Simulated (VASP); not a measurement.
# Al3N (R3m) in VASP: single point with PBE

Aim: the single point of Al3N with PBE.

Everything below comes from runs of VASP 6.6.1. Logs are shortened: lines on timing, memory, paths and dates and some standing lists are left out, and cuts for length are marked.

### Step 1. The cell of the first run

Symmetry: R3m, No. 160, trigonal system. Conventional cell: a = 5.783 Å, b = 5.783 Å, c = 7.221 Å, α = 90.00°, β = 90.00°, γ = 120.00°. Al (site symmetry m) has 1 N at 1.85 Å within 2.5 Å. N (site symmetry 3m) has 3 Al at 1.85 Å within 2.5 Å.

### Step 2. Single point, PBE

Contents of INCAR:

```
SYSTEM = Al3N
PREC = Accurate ; ENCUT = 600
EDIFF = 1E-6 ; ISMEAR = 0
SIGMA = 0.2 ; LREAL = .FALSE.
LASPH = .TRUE. ; NELM = 120
ALGO = Normal ; ISIF = 2
LWAVE = .FALSE. ; LCHARG = .FALSE.
GGA = PE ; NBANDS = 15
GGA_COMPAT = .FALSE.
```

Contents of KPOINTS:

```
Automatic mesh
0
G
  5 5 5
  0 0 0
```

Contents of POSCAR:

```
Al3N
1.0
    2.8914378271      1.6693724078      2.4070717956
   -2.8914378271      1.6693724078      2.4070717956
    0.0000000000     -3.3387448156      2.4070717956
Al N
3 1
Direct
   -0.0125482922      0.5196252155     -0.0125482922
   -0.0125482922     -0.0125482922      0.5196252155
    0.5196252155     -0.0125482922     -0.0125482922
    0.2350876389      0.2350876389      0.2350876389
```

Potentials or basis: VASP PAW PBE potentials, release 64 (Al, N).

Run with:

```sh
$ cat potpaw_PBE.64/Al/POTCAR potpaw_PBE.64/N/POTCAR > POTCAR
$ mpirun -np 1 vasp_std > vasp.out
```

OUTCAR:

```text
SYSTEM = Al3N
   PREC = Accurate
   ENCUT = 600
   EDIFF = 1E-6
   ISMEAR = 0
   LREAL = .FALSE.
   LASPH = .TRUE.
   NELM = 120
   ISIF = 2
   GGA = PE

 ion  position               nearest neighbor table
   1  0.987  0.520  0.987-   4 1.85   2 2.71   3 2.71   3 2.94   3 2.94   2 2.94   2 2.94   2 3.08
                             3 3.08
   2  0.987  0.987  0.520-   4 1.85   3 2.71   1 2.71   1 2.94   3 2.94   1 2.94   3 2.94   1 3.08
                             3 3.08
   3  0.520  0.987  0.987-   4 1.85   2 2.71   1 2.71   1 2.94   1 2.94   2 2.94   2 2.94   2 3.08
                             1 3.08
   4  0.235  0.235  0.235-   2 1.85   1 1.85   3 1.85

  LATTYP: Found a trigonal (rhomboedric) cell.
 ALAT       =     4.1159703076
 COS(alpha) =     0.0130088782

  Lattice vectors:

 A1 = (   2.8914378271,   1.6693724078,   2.4070717956)
 A2 = (  -2.8914378271,   1.6693724078,   2.4070717956)
 A3 = (   0.0000000000,  -3.3387448156,   2.4070717956)

Analysis of symmetry for initial positions (statically):
=====================================================================
 Subroutine PRICEL returns:
 Original cell was already a primitive cell.

 Routine SETGRP: Setting up the symmetry group for a
 trigonal (rhombohedral) supercell.

 Subroutine GETGRP returns: Found  6 space group operations
 (whereof  6 operations were pure point group operations)
 out of a pool of 12 trial point group operations.

The static configuration has the point symmetry C_3v.

Analysis of symmetry for dynamics (positions and initial velocities):
=====================================================================
 Subroutine PRICEL returns:
 Original cell was already a primitive cell.

 Routine SETGRP: Setting up the symmetry group for a
 trigonal (rhombohedral) supercell.

 Subroutine GETGRP returns: Found  6 space group operations
 (whereof  6 operations were pure point group operations)
 out of a pool of 12 trial point group operations.

The dynamic configuration has the point symmetry C_3v.

 Subroutine INISYM returns: Found  6 space group operations
 (whereof  6 operations are pure point group operations),
 and found     1 'primitive' translations

----------------------------------------------------------------------------------------

                                     Primitive cell

  volume of cell :      69.7120

  direct lattice vectors                    reciprocal lattice vectors
     2.891437827  1.669372408  2.407071796     0.172924348  0.099837919  0.138480844
    -2.891437827  1.669372408  2.407071796    -0.172924348  0.099837919  0.138480844
     0.000000000 -3.338744816  2.407071796     0.000000000 -0.199675837  0.138480844

  length of vectors
     4.115970308  4.115970308  4.115970308     0.242996675  0.242996675  0.242996675

  position of ions in fractional coordinates (direct lattice)
     0.987451708  0.519625215  0.987451708
     0.987451708  0.987451708  0.519625215
     0.519625215  0.987451708  0.987451708
     0.235087639  0.235087639  0.235087639

  ion indices of the primitive-cell ions
   primitive index   ion index
                 1           1
                 2           2
                 3           3
                 4           4

----------------------------------------------------------------------------------------

 KPOINTS: Automatic mesh

Automatic generation of k-mesh.
 Grid dimensions read from file:
 generate k-points for:    5    5    5

 Generating k-lattice:

  Cartesian coordinates                     Fractional coordinates (reciprocal lattice)
     0.034584870  0.019967584  0.027696169     0.200000000  0.000000000  0.000000000
    -0.034584870  0.019967584  0.027696169     0.000000000  0.200000000  0.000000000
     0.000000000 -0.039935167  0.027696169     0.000000000  0.000000000  0.200000000

  Length of vectors
     0.048599335  0.048599335  0.048599335

  Shift w.r.t. Gamma in fractional coordinates (k-lattice)
     0.000000000  0.000000000  0.000000000

 Subroutine IBZKPT returns following result:
 ===========================================

 Found     19 irreducible k-points:

 Following reciprocal coordinates:
            Coordinates               Weight
  0.000000  0.000000  0.000000      1.000000
  0.200000  0.000000  0.000000      6.000000
  0.400000 -0.000000  0.000000      6.000000
  0.200000  0.200000  0.000000      6.000000
  0.400000  0.200000  0.000000     12.000000
 -0.400000  0.200000 -0.000000     12.000000
[... 11 lines left out ...]
  0.400000  0.400000  0.400000      2.000000
 -0.400000  0.400000  0.400000      6.000000
   k-points           NKPTS =     19   k-points in BZ     NKDIM =     19   number of bands    NBANDS=     15
   number of dos      NEDOS =    301   number of ions     NIONS =      4
   total plane-waves  NPLWV =  46656
   dimension x,y,z NGX =    36 NGY =   36 NGZ =   36
   dimension x,y,z NGXF=    72 NGYF=   72 NGZF=   72
   ions per type =               3   1
   NGX,Y,Z   is equivalent  to a cutoff of  14.54, 14.54, 14.54 a.u.
   NGXF,Y,Z  is equivalent  to a cutoff of  29.08, 29.08, 29.08 a.u.
 SYSTEM =  Al3N
   PREC   = accura    normal or accurate (medium, high low for compatibility)
   ISTART =      0    job   : 0-new  1-cont  2-samecut
   ICHARG =      2    charge: 1-file 2-atom 10-const
   ISPIN  =      1    spin polarized calculation?
   LNONCOLLINEAR =      F non collinear calculations
   LSORBIT =      F    spin-orbit coupling
   LASPH  =      T    aspherical Exc in radial PAW
   ENCUT  =  600.0 eV  44.10 Ry    6.64 a.u.   8.22  8.22  8.22*2*pi/ulx,y,z
   NELM   =    120;   NELMIN=  2; NELMDL= -5     # of ELM steps
   EDIFF  = 0.1E-05   stopping-criterion for ELM
   LREAL  =      F    real-space projection
   EDIFFG = 0.1E-04   stopping-criterion for IOM
   NSW    =      0    number of steps for IOM
   IBRION =     -1    ionic relax: 0-MD 1-quasi-New 2-CG
   NFREE  =      0    steps in history (QN), initial steepest desc. (CG)
   ISIF   =      2    stress and relaxation
   ISYM   =      2    0-nonsym 1-usesym 2-fastsym
   POTIM  = 0.5000    time-step for ionic-motion
   TEBEG  =    0.0;   TEEND  =   0.0 temperature during run
   PSTRESS=    0.0 pullay stress
   NELECT =      14.0000    total number of electrons
   NUPDOWN=      -1.0000    fix difference up-down
   EMIN   =  10.00;   EMAX   =-10.00  energy-range for DOS
   EFERMI =   0.00;   METHOD = LEGACY
   ISMEAR =     0;   SIGMA  =   0.20  broadening in eV -4-tet -1-fermi 0-gaus
   EFERMI_NEDOS =   21; number of points for ismear=-14 and -15
   IALGO  =     38    algorithm
   IMIX   =      4    mixing-type and parameters
     AMIX     =   0.40;   BMIX     =  1.00
     AMIX_MAG =   1.60;   BMIX_MAG =  1.00
  volume/ion in A,a.u.               =      17.43       117.61
  Fermi-wavevector in a.u.,A,eV,Ry     =   0.958698  1.811676 12.505134  0.919101
  Thomas-Fermi vector in A             =   2.087828
   LORBIT       =      0    0 simple, 1 ext, 2 COOP (PROOUT), +10 PAW based schemes
   GGA     = PE    functional components
   LHFCALC =     F    Hartree Fock is set to
   AEXX    =    0.0000 exact exchange contribution
   IVDW    =     0    specifies the selected vdW correction
   LEPSILON=     F    determine dielectric tensor
   LRPA    =     F    only Hartree local field effects (RPA)
 non-spin polarized calculation
 Gauss-broadening in eV      SIGMA  =   0.20
  energy-cutoff  :      600.00
  volume of cell :       69.71
 maximum number of plane-waves:      2342
 NGX is ok and might be reduce to    36
   NGX = 17   NGY = 17   NGZ = 17

 number of electron      14.0000001 magnetization

 Free energy of the ion-electron system (eV)
  ---------------------------------------------------
  ext. energy  EPLUGINS =         0.00000000
  ---------------------------------------------------
  free energy    TOTEN  =       -19.36175512 eV

  energy without entropy =      -19.34394020  energy(sigma->0) =      -19.35284766

 E-fermi :   5.1864     XC(G=0):  -9.3582

 val. band max:        4.9143405469   @ k =  -0.4000   0.2000  -0.0000
 cond. band min:       5.2153124692   @ k =   0.4000  -0.0000   0.0000
 fundamental gap:      0.3009719223
 Fermi energy:         5.1864095694

 k-point     1 :       0.0000    0.0000    0.0000
  band No.  band energies     occupation
      1      -9.8502      2.00000
      2      -1.9204      2.00000
      3       0.5172      2.00000
      4       0.5172      2.00000
      5       2.5159      2.00000
      6       4.1913      2.00000
      7       4.1913      2.00000
      8       7.4503      0.00000
      9       7.4503      0.00000
     10       7.8127      0.00000
     11       9.0827      0.00000
     12      11.9333      0.00000
     13      12.0940      0.00000
     14      12.0940      0.00000
     15      13.4095      0.00000

 k-point     2 :       0.2000    0.0000    0.0000
  band No.  band energies     occupation
      1      -9.7838      2.00000
      2      -2.1082      2.00000
      3       0.4621      2.00000
      4       0.6054      2.00000
      5       2.3295      2.00000
      6       4.1707      2.00000
      7       4.4782      2.00000
      8       6.9192      0.00000
      9       7.2657      0.00000
     10       8.3498      0.00000
     11       9.6198      0.00000
     12      10.4218      0.00000
     13      11.6465      0.00000
     14      12.2577      0.00000
     15      12.7608      0.00000

 k-point     3 :       0.4000   -0.0000    0.0000
  band No.  band energies     occupation
      1      -9.6701      2.00000
      2      -2.4901      2.00000
      3       0.7016      2.00000
      4       0.7592      2.00000
      5       2.2462      2.00000
      6       3.1690      2.00000
      7       5.2153      0.83806
      8       6.9062      0.00000
      9       7.6592      0.00000
     10       8.0780      0.00000
     11       8.4004      0.00000
     12      11.1387      0.00000
     13      11.6102      0.00000
     14      11.9368      0.00000
     15      13.4622      0.00000

 k-point     4 :       0.2000    0.2000    0.0000
  band No.  band energies     occupation
      1      -9.7244      2.00000
      2      -1.9903      2.00000
      3      -0.3067      2.00000
      4       0.8646      2.00000
      5       2.6385      2.00000
      6       4.0579      2.00000
      7       4.3935      2.00000
      8       6.3378      0.00000
      9       7.7484      0.00000
     10       8.7517      0.00000
     11       9.0662      0.00000
     12      10.6675      0.00000
     13      11.4635      0.00000
     14      11.7434      0.00000
     15      13.9099      0.00000
[... 217 lines left out ...]
 k-point    17 :      -0.4000   -0.4000    0.2000
  band No.  band energies     occupation
      1      -9.4828      2.00000
      2      -1.4178      2.00000
      3      -1.0136      2.00000
      4       0.8020      2.00000
      5       1.4997      2.00000
      6       3.8037      2.00000
      7       3.9098      2.00000
      8       5.8760      0.00000
      9       6.6885      0.00000
     10       8.3632      0.00000
     11       9.7428      0.00000
     12      11.5358      0.00000
     13      12.6628      0.00000
     14      14.1349      0.00000
     15      14.5563      0.00000

 k-point    18 :       0.4000    0.4000    0.4000
  band No.  band energies     occupation
      1      -9.4132      2.00000
      2      -0.5821      2.00000
      3      -0.5821      2.00000
      4      -0.4469      2.00000
      5       1.8551      2.00000
      6       2.8373      2.00000
      7       2.8373      2.00000
      8       5.3400      0.27733
      9       7.9193      0.00000
     10       7.9193      0.00000
     11       8.9026      0.00000
     12      14.4489      0.00000
     13      14.4489      0.00000
     14      14.8945      0.00000
     15      15.4132      0.00000

 k-point    19 :      -0.4000    0.4000    0.4000
  band No.  band energies     occupation
      1      -9.4102      2.00000
      2      -1.0390      2.00000
      3      -0.5943      2.00000
      4       0.2756      2.00000
      5       1.3676      2.00000
      6       2.8724      2.00000
      7       3.1810      2.00000
      8       5.2555      0.62522
      9       7.5532      0.00000
     10       7.8874      0.00000
     11       9.1896      0.00000
     12      14.2923      0.00000
     13      14.7421      0.00000
     14      15.2469      0.00000
     15      15.5898      0.00000

------------------------ aborting loop because EDIFF is reached ----------------------------------------

  FORCE on cell =-STRESS in cart. coord.  units (eV):
  Direction    XX          YY          ZZ          XY          YZ          ZX
  --------------------------------------------------------------------------------------
  -------------------------------------------------------------------------------------
  Total        0.0659564      0.0659564     -0.0351989      0.0000000     -0.0000000      0.0000000
  in kB        1.5158631      1.5158631     -0.8089704      0.0000000     -0.0000000      0.0000000
  external PRESSURE =       0.7409186 kB  Pullay stress =       0.0000000 kB

 VOLUME and BASIS-vectors are now :
 -----------------------------------------------------------------------------
  energy-cutoff  :      600.00
  volume of cell :       69.71
      direct lattice vectors                 reciprocal lattice vectors
     2.891437827  1.669372408  2.407071796     0.172924348  0.099837919  0.138480844
    -2.891437827  1.669372408  2.407071796    -0.172924348  0.099837919  0.138480844
     0.000000000 -3.338744816  2.407071796     0.000000000 -0.199675837  0.138480844

 POSITION                                       TOTAL-FORCE (eV/Angst)
 -----------------------------------------------------------------------------------
      1.35269     -0.78098      6.00451        -0.005183      0.002992      0.000778
      0.00000      1.56195      6.00451         0.000000     -0.005984      0.000778
     -1.35269     -0.78098      6.00451         0.005183      0.002992      0.000778
      0.00000      0.00000      1.69762         0.000000      0.000000     -0.002333
 -----------------------------------------------------------------------------------
    total drift:                                0.000000     -0.000000      0.000203

  FREE ENERGIE OF THE ION-ELECTRON SYSTEM (eV)
  ---------------------------------------------------
  free  energy   TOTEN  =       -19.3617551199 eV

  energy  without entropy=      -19.3439401961  energy(sigma->0) =      -19.35284766
```

Run time: 21 s. Hardware: 1 thread of Intel Xeon Platinum 8488C (Sapphire Rapids), shared host; peak memory 0.2 GiB.

What came out:

```yaml
Free_energy: -19.3618 eV
Pressure: 0.1 GPa
Largest_force: 0.006 eV/Å
```

Forces in eV/Å, atoms in the order of the input:
```
Al  -0.005  0.003  0.001
Al   0.000 -0.006  0.001
Al   0.005  0.003  0.001
N    0.000  0.000 -0.002
```

Stress tensor (GPa, compression positive):
```
 0.15  0.00  0.00
 0.00  0.15  0.00
 0.00  0.00 -0.08
```

Levels at points of the mesh, in eV from the Fermi level:
```csv
k point,band 3,band 4,band 5,band 6,band 7,band 8,band 9,band 10,band 11,band 12
"(0.00, 0.00, 0.00)",-4.67,-4.67,-2.67,-1.00,-1.00,2.26,2.26,2.63,3.90,6.75
```
